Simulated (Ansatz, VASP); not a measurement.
**One calculation of Sb, two programs**

```
Sb
1.0
     3.17050    0.00000    0.00000
     0.00000    3.17050    0.00000
     0.00000    0.00000    3.17050
Sb
1
Cartesian
  0.0000 0.0000 0.0000
```

Change from the starting cell: volume scaled by 1.01, crystal datasets.

Alike in both runs: task electric field gradients; functional PBE; k mesh 13 × 13 × 13; occupations fermi-dirac, width 0.05 eV; no spin polarisation.

```csv
,VASP,Ansatz
version,VASP 6.6.1,Ansatz 0.2.0
potentials or method,"VASP PAW PBE potentials, release 64 (Sb), cutoff 520 eV","all-electron PAW with datasets made for the crystal, scalar-relativistic"
```

```tsv
	VASP	Ansatz	Ansatz less VASP
pressure (GPa)	-3.0	-2.9	+0.06
```

Ansatz ran all-electron here, and VASP with PAW potentials.

Spin-orbit coupling is off throughout.
